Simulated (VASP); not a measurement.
# PbSe (I4/mmm) in VASP: notebook

Runs on PbSe. Level: PBE+D3(BJ). Tasks: single point.

Everything below comes from runs of VASP 6.6.1. Logs are shortened: lines on timing, memory, paths and dates and some standing lists are left out, and cuts for length are marked.

## 1. The cell of the first run

Symmetry: I4/mmm, No. 139, tetragonal system. Conventional cell: a = 4.602 Å, b = 4.602 Å, c = 6.104 Å, α = 90.00°, β = 90.00°, γ = 90.00°. Within 4.0 Å of Pb (site symmetry 4/mmm) lie 6 Se at 3.05 to 3.25 Å. Se (site symmetry 4/mmm) has 6 Pb at 3.05 to 3.25 Å within 4.0 Å.

## 2. Single point, PBE+D3(BJ) (32.31 Å³/atom)

INCAR

```
PREC = Accurate
ENCUT = 520
EDIFF = 1E-7
ISMEAR = 0
SIGMA = 0.03
LREAL = False
LASPH = True
NELM = 80
ALGO = Normal
ISIF = 2
LWAVE = False
LCHARG = False
GGA = PE
IVDW = 12
NBANDS = 17
```

KPOINTS

```
regular mesh
0
Gamma
  10 10 10
```

POSCAR

```
PbSe
1.0
    0.0000000000      3.2539538932      3.0518833565
    3.2539538932      0.0000000000      3.0518833565
    3.2539538932      3.2539538932      0.0000000000
Pb Se
1 1
Direct
    0.0000000000      0.0000000000      0.0000000000
    0.5000000000      0.5000000000      0.5000000000
```

Potentials or basis: VASP PAW PBE potentials, release 64 (Pb_d, Se).

Started as:

```
$ cat potpaw_PBE.64/Pb_d/POTCAR potpaw_PBE.64/Se/POTCAR > POTCAR
$ mpirun -np 1 vasp_std > vasp.out
```

OUTCAR:

```text
PREC = Accurate
   ENCUT = 520
   EDIFF = 1E-7
   ISMEAR = 0
   LREAL = False
   LASPH = True
   NELM = 80
   ISIF = 2
   GGA = PE
   IVDW = 12
 IVDW          = 12

 ion  position               nearest neighbor table
   1  0.000  0.000  0.000-   2 3.05   2 3.05   2 3.25   2 3.25   2 3.25   2 3.25
   2  0.500  0.500  0.500-   1 3.05   1 3.05   1 3.25   1 3.25   1 3.25   1 3.25

  LATTYP: Found a body centered tetragonal cell.
 ALAT       =     4.6017857271
 C/A-ratio  =     1.3263909002

  Lattice vectors:

 A1 = (   0.0000000000,  -3.2539538932,  -3.0518833565)
 A2 = (   0.0000000000,   3.2539538932,  -3.0518833565)
 A3 = (   3.2539538932,   0.0000000000,   3.0518833565)

Analysis of symmetry for initial positions (statically):
=====================================================================
 Subroutine PRICEL returns:
 Original cell was already a primitive cell.

 Routine SETGRP: Setting up the symmetry group for a
 body centered tetragonal supercell.

 Subroutine GETGRP returns: Found 16 space group operations
 (whereof 16 operations were pure point group operations)
 out of a pool of 16 trial point group operations.

The static configuration has the point symmetry D_4h.

Analysis of symmetry for dynamics (positions and initial velocities):
=====================================================================
 Subroutine PRICEL returns:
 Original cell was already a primitive cell.

 Routine SETGRP: Setting up the symmetry group for a
 body centered tetragonal supercell.

 Subroutine GETGRP returns: Found 16 space group operations
 (whereof 16 operations were pure point group operations)
 out of a pool of 16 trial point group operations.

The dynamic configuration has the point symmetry D_4h.

 Subroutine INISYM returns: Found 16 space group operations
 (whereof 16 operations are pure point group operations),
 and found     1 'primitive' translations

----------------------------------------------------------------------------------------

                                     Primitive cell

  volume of cell :      64.6280

  direct lattice vectors                    reciprocal lattice vectors
     0.000000000  3.253953893  3.051883356    -0.153659215  0.153659215  0.163833260
     3.253953893  0.000000000  3.051883356     0.153659215 -0.153659215  0.163833260
     3.253953893  3.253953893  0.000000000     0.153659215  0.153659215 -0.163833260

  length of vectors
     4.461189075  4.461189075  4.601785727     0.272146368  0.272146368  0.272146368

  position of ions in fractional coordinates (direct lattice)
     0.000000000  0.000000000  0.000000000
     0.500000000  0.500000000  0.500000000

  ion indices of the primitive-cell ions
   primitive index   ion index
                 1           1
                 2           2

----------------------------------------------------------------------------------------

 KPOINTS: regular mesh

Automatic generation of k-mesh.
 Grid dimensions read from file:
 generate k-points for:   10   10   10

 Generating k-lattice:

  Cartesian coordinates                     Fractional coordinates (reciprocal lattice)
    -0.015365921  0.015365921  0.016383326     0.100000000  0.000000000  0.000000000
     0.015365921 -0.015365921  0.016383326     0.000000000  0.100000000  0.000000000
     0.015365921  0.015365921 -0.016383326    -0.000000000 -0.000000000  0.100000000

  Length of vectors
     0.027214637  0.027214637  0.027214637

  Shift w.r.t. Gamma in fractional coordinates (k-lattice)
     0.000000000  0.000000000  0.000000000

 Subroutine IBZKPT returns following result:
 ===========================================

 Found    102 irreducible k-points:

 Following reciprocal coordinates:
            Coordinates               Weight
  0.000000  0.000000  0.000000      1.000000
  0.100000  0.000000  0.000000      8.000000
  0.200000  0.000000  0.000000      8.000000
  0.300000 -0.000000  0.000000      8.000000
  0.400000  0.000000  0.000000      8.000000
  0.500000  0.000000  0.000000      4.000000
[... 16 lines left out ...]
  0.300000  0.300000  0.000000      2.000000
  0.400000  0.300000  0.000000      8.000000
 [... further k-points ...]
   k-points           NKPTS =    102   k-points in BZ     NKDIM =    102   number of bands    NBANDS=     17
   number of dos      NEDOS =    301   number of ions     NIONS =      2
   total plane-waves  NPLWV =  46656
   dimension x,y,z NGX =    36 NGY =   36 NGZ =   36
   dimension x,y,z NGXF=    72 NGYF=   72 NGZF=   72
   ions per type =               1   1
   NGX,Y,Z   is equivalent  to a cutoff of  13.42, 13.42, 13.01 a.u.
   NGXF,Y,Z  is equivalent  to a cutoff of  26.83, 26.83, 26.01 a.u.
 SYSTEM =  unknown system
   PREC   = accura    normal or accurate (medium, high low for compatibility)
   ISTART =      0    job   : 0-new  1-cont  2-samecut
   ICHARG =      2    charge: 1-file 2-atom 10-const
   ISPIN  =      1    spin polarized calculation?
   LNONCOLLINEAR =      F non collinear calculations
   LSORBIT =      F    spin-orbit coupling
   LASPH  =      T    aspherical Exc in radial PAW
   ENCUT  =  520.0 eV  38.22 Ry    6.18 a.u.   8.29  8.29  8.56*2*pi/ulx,y,z
   NELM   =     80;   NELMIN=  2; NELMDL= -5     # of ELM steps
   EDIFF  = 0.1E-06   stopping-criterion for ELM
   LREAL  =      F    real-space projection
   EDIFFG = 0.1E-05   stopping-criterion for IOM
   NSW    =      0    number of steps for IOM
   IBRION =     -1    ionic relax: 0-MD 1-quasi-New 2-CG
   NFREE  =      0    steps in history (QN), initial steepest desc. (CG)
   ISIF   =      2    stress and relaxation
   ISYM   =      2    0-nonsym 1-usesym 2-fastsym
   POTIM  = 0.5000    time-step for ionic-motion
   TEBEG  =    0.0;   TEEND  =   0.0 temperature during run
   PSTRESS=    0.0 pullay stress
   NELECT =      20.0000    total number of electrons
   NUPDOWN=      -1.0000    fix difference up-down
   EMIN   =  10.00;   EMAX   =-10.00  energy-range for DOS
   EFERMI =   0.00;   METHOD = LEGACY
   ISMEAR =     0;   SIGMA  =   0.03  broadening in eV -4-tet -1-fermi 0-gaus
   EFERMI_NEDOS =   21; number of points for ismear=-14 and -15
   IALGO  =     38    algorithm
   IMIX   =      4    mixing-type and parameters
     AMIX     =   0.40;   BMIX     =  1.00
     AMIX_MAG =   1.60;   BMIX_MAG =  1.00
  volume/ion in A,a.u.               =      32.31       218.07
  Fermi-wavevector in a.u.,A,eV,Ry     =   1.107332  2.092554 16.683254  1.226185
  Thomas-Fermi vector in A             =   2.243845
   LORBIT       =      0    0 simple, 1 ext, 2 COOP (PROOUT), +10 PAW based schemes
   GGA     = PE    functional components
   LHFCALC =     F    Hartree Fock is set to
   AEXX    =    0.0000 exact exchange contribution
   IVDW    =    12    specifies the selected vdW correction
   LEPSILON=     F    determine dielectric tensor
   LRPA    =     F    only Hartree local field effects (RPA)
 non-spin polarized calculation
 Gauss-broadening in eV      SIGMA  =   0.03
  energy-cutoff  :      520.00
  volume of cell :       64.63
 maximum number of plane-waves:      1759
 NGX is ok and might be reduce to    36
   NGX = 17   NGY = 17   NGZ = 17

 number of electron      19.9999998 magnetization

 Free energy of the ion-electron system (eV)
  ---------------------------------------------------
  ext. energy  EPLUGINS =         0.00000000
  ---------------------------------------------------
  free energy    TOTEN  =        -8.11216311 eV

  energy without entropy =       -8.11216311  energy(sigma->0) =       -8.11216311

 E-fermi :   3.8415     XC(G=0):  -8.9829

 val. band max:        3.7006382851   @ k =   0.5000   0.0000   0.0000
 cond. band min:       4.2275159459   @ k =   0.5000   0.0000   0.0000
 fundamental gap:      0.5268776607
 Fermi energy:         3.8415235764

 k-point     1 :       0.0000    0.0000    0.0000
  band No.  band energies     occupation
      1     -13.0260      2.00000
      2     -13.0215      2.00000
      3     -12.9988      2.00000
      4     -12.9988      2.00000
      5     -12.9834      2.00000
      6      -8.9982      2.00000
[... 9 lines left out ...]
     16      10.6981      0.00000
     17      11.0754      0.00000

 k-point     2 :       0.1000    0.0000    0.0000
  band No.  band energies     occupation
      1     -13.0254      2.00000
      2     -13.0218      2.00000
      3     -12.9978      2.00000
      4     -12.9972      2.00000
      5     -12.9843      2.00000
      6      -8.9376      2.00000
[... 9 lines left out ...]
     16      10.7686      0.00000
     17      11.7527      0.00000

 k-point     3 :       0.2000    0.0000    0.0000
  band No.  band energies     occupation
      1     -13.0242      2.00000
      2     -13.0232      2.00000
      3     -12.9959      2.00000
      4     -12.9924      2.00000
      5     -12.9860      2.00000
      6      -8.7668      2.00000
[... 9 lines left out ...]
     16      11.2312      0.00000
     17      13.1152      0.00000

 k-point     4 :       0.3000   -0.0000    0.0000
  band No.  band energies     occupation
      1     -13.0258      2.00000
      2     -13.0232      2.00000
      3     -12.9956      2.00000
      4     -12.9858      2.00000
      5     -12.9855      2.00000
      6      -8.5245      2.00000
[... 9 lines left out ...]
     16      12.0173      0.00000
     17      14.4465      0.00000
[... 343 lines left out ...]
      1     -13.0251      2.00000
      2     -13.0215      2.00000
      3     -12.9969      2.00000
      4     -12.9926      2.00000
      5     -12.9877      2.00000
      6      -8.4662      2.00000
[... 9 lines left out ...]
     16      13.3953      0.00000
     17      14.0734      0.00000

 k-point    23 :       0.3000    0.3000    0.0000
  band No.  band energies     occupation
      1     -13.0342      2.00000
      2     -13.0195      2.00000
      3     -13.0114      2.00000
      4     -12.9790      2.00000
      5     -12.9790      2.00000
      6      -8.2836      2.00000
[... 9 lines left out ...]
     16      13.2965      0.00000
     17      14.4081      0.00000

 k-point    24 :       0.4000    0.3000    0.0000
  band No.  band energies     occupation
      1     -13.0348      2.00000
      2     -13.0316      2.00000
      3     -13.0108      2.00000
      4     -12.9754      2.00000
      5     -12.9745      2.00000
      6      -8.0957      2.00000
[... 9 lines left out ...]
     16      13.9954      0.00000
     17      15.2497      0.00000

 [... further k-points ...]

------------------------ aborting loop because EDIFF is reached ----------------------------------------

 Edisp (eV)   -0.67540

 E8    (eV) :    -0.3162

  FORCE on cell =-STRESS in cart. coord.  units (eV):
  Direction    XX          YY          ZZ          XY          YZ          ZX
  --------------------------------------------------------------------------------------
  -------------------------------------------------------------------------------------
  Total      -1.43939    -1.43939     0.64603     0.00000     0.00000    -0.00000
  in kB     -35.68363   -35.68363    16.01552     0.00000     0.00000    -0.00000
  external pressure =      -18.45 kB  Pullay stress =        0.00 kB

 VOLUME and BASIS-vectors are now :
 -----------------------------------------------------------------------------
  energy-cutoff  :      520.00
  volume of cell :       64.63
      direct lattice vectors                 reciprocal lattice vectors
     0.000000000  3.253953893  3.051883356    -0.153659215  0.153659215  0.163833260
     3.253953893  0.000000000  3.051883356     0.153659215 -0.153659215  0.163833260
     3.253953893  3.253953893  0.000000000     0.153659215  0.153659215 -0.163833260

 POSITION                                       TOTAL-FORCE (eV/Angst)
 -----------------------------------------------------------------------------------
      0.00000      0.00000      0.00000        -0.000000      0.000000      0.000000
      3.25395      3.25395      3.05188         0.000000     -0.000000     -0.000000
 -----------------------------------------------------------------------------------
    total drift:                                0.000000      0.000000      0.000000

  FREE ENERGIE OF THE ION-ELECTRON SYSTEM (eV)
  ---------------------------------------------------
  free  energy   TOTEN  =        -8.7875619524 eV

  energy  without entropy=       -8.7875619524  energy(sigma->0) =       -8.78756195
```

It took 37 s on 1 thread of Intel Xeon 6975P-C (Granite Rapids), shared host; peak memory 0.28 GiB.

What came out:

```
Free energy                : -8.7876 eV
Pressure                   : -1.8 GPa
Band gap on the k mesh     : 0.53 eV
Dispersion energy per atom : -0.338 eV
```

Stress tensor (GPa, compression positive):
```
-3.57  0.00  0.00
 0.00 -3.57  0.00
 0.00  0.00  1.60
```

Caveat: spin-orbit coupling is left out, which moves the levels of the heavy elements. A k mesh can miss the band edges.

[end of part 1 of 2]
